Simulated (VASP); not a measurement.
# GaAs (F-43m) in VASP: single point with PBEsol

Aim: the single point of GaAs with PBEsol.

All numbers are computed with VASP 6.6.1; they aren't measurements. Logs are shortened: lines on timing, memory, paths and dates and some standing lists are left out, and cuts for length are marked.

### 1 The cell of the first run

Symmetry: F-43m, No. 216, cubic system. The conventional cell has a = 5.825 Å, b = 5.825 Å, c = 5.825 Å, α = 90.00°, β = 90.00°, γ = 90.00°. Within 3.3 Å of Ga (site symmetry -43m) lie 4 As at 2.52 Å. As (site symmetry -43m) has 4 Ga at 2.52 Å within 3.3 Å.

### 2 Single point, PBEsol (Sb replaced by As, lengths x 0.954, strained)

The input, INCAR:

```
PREC = Accurate
ENCUT = 520
EDIFF = 1E-6
ISMEAR = 0
SIGMA = 0.1
LREAL = False
LASPH = True
NELM = 100
ALGO = Normal
ISIF = 2
LWAVE = False
LCHARG = True
GGA = PS
LELF = True
LVHAR = True
NBANDS = 16
```

The input, KPOINTS:

```
regular mesh
0
Gamma
  12 12 12
```

The input, POSCAR:

```
GaAs
1.0
    0.0000000000      2.9125779763      2.9125779763
    2.9125779763      0.0000000000      2.9125779763
    2.9125779763      2.9125779763      0.0000000000
Ga As
1 1
Direct
    0.0000000000      0.0000000000      0.0000000000
    0.7500000000      0.7500000000      0.7500000000
```

Potentials or basis: VASP PAW PBE potentials, release 64 (Ga_d, As).

Run with:

```sh
cat potpaw_PBE.64/Ga_d/POTCAR potpaw_PBE.64/As/POTCAR > POTCAR
mpirun -np 1 vasp_std > vasp.out
```

OUTCAR:

```text
PREC = Accurate
   ENCUT = 520
   EDIFF = 1E-6
   ISMEAR = 0
   LREAL = False
   LASPH = True
   NELM = 100
   ISIF = 2
   GGA = PS

 ion  position               nearest neighbor table
   1  0.000  0.000  0.000-   2 2.52   2 2.52   2 2.52   2 2.52
   2  0.750  0.750  0.750-   1 2.52   1 2.52   1 2.52   1 2.52

  LATTYP: Found a face centered cubic cell.
 ALAT       =     5.8251559526

  Lattice vectors:

 A1 = (   0.0000000000,   2.9125779763,   2.9125779763)
 A2 = (   2.9125779763,   0.0000000000,   2.9125779763)
 A3 = (   2.9125779763,   2.9125779763,   0.0000000000)

Analysis of symmetry for initial positions (statically):
=====================================================================
 Subroutine PRICEL returns:
 Original cell was already a primitive cell.

 Routine SETGRP: Setting up the symmetry group for a
 face centered cubic supercell.

 Subroutine GETGRP returns: Found 24 space group operations
 (whereof 24 operations were pure point group operations)
 out of a pool of 48 trial point group operations.

The static configuration has the point symmetry T_d .

Analysis of symmetry for dynamics (positions and initial velocities):
=====================================================================
 Subroutine PRICEL returns:
 Original cell was already a primitive cell.

 Routine SETGRP: Setting up the symmetry group for a
 face centered cubic supercell.

 Subroutine GETGRP returns: Found 24 space group operations
 (whereof 24 operations were pure point group operations)
 out of a pool of 48 trial point group operations.

The dynamic configuration has the point symmetry T_d .

 Subroutine INISYM returns: Found 24 space group operations
 (whereof 24 operations are pure point group operations),
 and found     1 'primitive' translations

----------------------------------------------------------------------------------------

                                     Primitive cell

  volume of cell :      49.4154

  direct lattice vectors                    reciprocal lattice vectors
     0.000000000  2.912577976  2.912577976    -0.171669224  0.171669224  0.171669224
     2.912577976  0.000000000  2.912577976     0.171669224 -0.171669224  0.171669224
     2.912577976  2.912577976  0.000000000     0.171669224  0.171669224 -0.171669224

  length of vectors
     4.119007276  4.119007276  4.119007276     0.297339817  0.297339817  0.297339817

  position of ions in fractional coordinates (direct lattice)
     0.000000000  0.000000000  0.000000000
[... 72 lines left out ...]
   ISPIN  =      1    spin polarized calculation?
   LNONCOLLINEAR =      F non collinear calculations
   LSORBIT =      F    spin-orbit coupling
   LASPH  =      T    aspherical Exc in radial PAW
   ENCUT  =  520.0 eV  38.22 Ry    6.18 a.u.   7.66  7.66  7.66*2*pi/ulx,y,z
   NELM   =    100;   NELMIN=  2; NELMDL= -5     # of ELM steps
   EDIFF  = 0.1E-05   stopping-criterion for ELM
   LREAL  =      F    real-space projection
   EDIFFG = 0.1E-04   stopping-criterion for IOM
   NSW    =      0    number of steps for IOM
   IBRION =     -1    ionic relax: 0-MD 1-quasi-New 2-CG
   NFREE  =      0    steps in history (QN), initial steepest desc. (CG)
   ISIF   =      2    stress and relaxation
   ISYM   =      2    0-nonsym 1-usesym 2-fastsym
   POTIM  = 0.5000    time-step for ionic-motion
   TEBEG  =    0.0;   TEEND  =   0.0 temperature during run
   PSTRESS=    0.0 pullay stress
   NELECT =      18.0000    total number of electrons
   NUPDOWN=      -1.0000    fix difference up-down
   EMIN   =  10.00;   EMAX   =-10.00  energy-range for DOS
   EFERMI =   0.00;   METHOD = LEGACY
   ISMEAR =     0;   SIGMA  =   0.10  broadening in eV -4-tet -1-fermi 0-gaus
   EFERMI_NEDOS =   21; number of points for ismear=-14 and -15
   IALGO  =     38    algorithm
   IMIX   =      4    mixing-type and parameters
     AMIX     =   0.40;   BMIX     =  1.00
     AMIX_MAG =   1.60;   BMIX_MAG =  1.00
  volume/ion in A,a.u.               =      24.71       166.74
  Fermi-wavevector in a.u.,A,eV,Ry     =   1.169171  2.209413 18.598637  1.366961
  Thomas-Fermi vector in A             =   2.305648
   LORBIT       =      0    0 simple, 1 ext, 2 COOP (PROOUT), +10 PAW based schemes
   GGA     = PS    functional components
   LHFCALC =     F    Hartree Fock is set to
   AEXX    =    0.0000 exact exchange contribution
   IVDW    =     0    specifies the selected vdW correction
   LEPSILON=     F    determine dielectric tensor
   LRPA    =     F    only Hartree local field effects (RPA)
 non-spin polarized calculation
 Gauss-broadening in eV      SIGMA  =   0.10
  energy-cutoff  :      520.00
  volume of cell :       49.42
 maximum number of plane-waves:      1363
   NGX = 15   NGY = 15   NGZ = 15

 number of electron      17.9999990 magnetization

 Free energy of the ion-electron system (eV)
  ---------------------------------------------------
  ext. energy  EPLUGINS =         0.00000000
  ---------------------------------------------------
  free energy    TOTEN  =        -9.02835004 eV

  energy without entropy =       -9.02820226  energy(sigma->0) =       -9.02827615

 E-fermi :   3.0598     XC(G=0):  -9.3780

 val. band max:        3.0033640443   @ k =   0.0000   0.0000   0.0000
 cond. band min:       3.6968753742   @ k =   0.5000   0.0000   0.0000
 fundamental gap:      0.6935113299
 Fermi energy:         3.0598465458

 k-point     1 :       0.0000    0.0000    0.0000
  band No.  band energies     occupation
      1     -11.6294      2.00000
      2     -11.6294      2.00000
      3     -11.6294      2.00000
      4     -11.5691      2.00000
      5     -11.5691      2.00000
      6      -9.1403      2.00000
[... 433 lines left out ...]
      3     -11.6097      2.00000
      4     -11.5695      2.00000
      5     -11.5669      2.00000
      6      -7.4633      2.00000
[... 8 lines left out ...]
     15      13.0257      0.00000
     16      13.6141      0.00000

 [... further k-points ...]
[... 5 lines left out ...]
  --------------------------------------------------------------------------------------
  -------------------------------------------------------------------------------------
  Total       -1.4715355     -1.4715355     -1.4715355      0.0000000     -0.0000000      0.0000000
  in kB      -47.7110134    -47.7110134    -47.7110134      0.0000000     -0.0000000      0.0000000
  external PRESSURE =     -47.7110134 kB  Pullay stress =       0.0000000 kB

 VOLUME and BASIS-vectors are now :
 -----------------------------------------------------------------------------
  energy-cutoff  :      520.00
  volume of cell :       49.42
      direct lattice vectors                 reciprocal lattice vectors
     0.000000000  2.912577976  2.912577976    -0.171669224  0.171669224  0.171669224
     2.912577976  0.000000000  2.912577976     0.171669224 -0.171669224  0.171669224
     2.912577976  2.912577976  0.000000000     0.171669224  0.171669224 -0.171669224

 POSITION                                       TOTAL-FORCE (eV/Angst)
 -----------------------------------------------------------------------------------
      0.00000      0.00000      0.00000        -0.000000     -0.000000     -0.000000
      4.36887      4.36887      4.36887         0.000000      0.000000      0.000000
 -----------------------------------------------------------------------------------
    total drift:                               -0.000000     -0.000000     -0.000000

  FREE ENERGIE OF THE ION-ELECTRON SYSTEM (eV)
  ---------------------------------------------------
  free  energy   TOTEN  =        -9.0283500419 eV

  energy  without entropy=       -9.0282022607  energy(sigma->0) =       -9.02827615
```

stdout:

```text
POSCAR found type information on POSCAR GaAs
 POSCAR found :  2 types and       2 ions
 scaLAPACK will be used
 -----------------------------------------------------------------------------
|                                                                             |
|                                                                             |
|     You enforced a specific xc type in the INCAR file but a different       |
|     I HOPE YOU KNOW WHAT YOU ARE DOING!                                     |
|                                                                             |
 -----------------------------------------------------------------------------

 LDA part: xc-table for (Slater+PW92), standard interpolation
 POSCAR, INCAR and KPOINTS ok, starting setup
 FFT: planning ... GRIDC
 FFT: planning ... GRID_SOFT
 FFT: planning ... GRID
 WAVECAR not read
 entering main loop
```

It took 50 s on 1 thread of Intel Xeon Platinum 8259CL at 2.50GHz (Skylake/Cascade Lake), shared host; peak memory 0.21 GiB.

Results:

| Property | Result |
| --- | --- |
| Free energy | -9.0284 eV |
| Pressure | -4.8 GPa |
| Band gap on the k mesh | zero (filled and empty bands touch) |

Levels at points of the mesh, in eV from the Fermi level:
```csv
k point,band 5,band 6,band 7,band 8,band 9,band 10,band 11,band 12,band 13,band 14
"(0.00, 0.00, 0.00)",-14.63,-12.20,-0.25,-0.06,-0.06,-0.06,3.61,3.61,3.61,7.06
"(0.50, 0.00, 0.00)",-14.63,-10.69,-6.28,-1.08,-1.08,0.64,4.49,4.49,7.42,9.56
"(0.50, 0.50, 0.00)",-14.62,-10.06,-6.51,-2.45,-2.45,1.45,1.55,9.37,9.37,10.04
```

Caveat: the cell differs from its parent crystal (Sb replaced by As, lengths x 0.954, strained); the PAW data sets were made with another functional, which shifts forces and pressure a little.
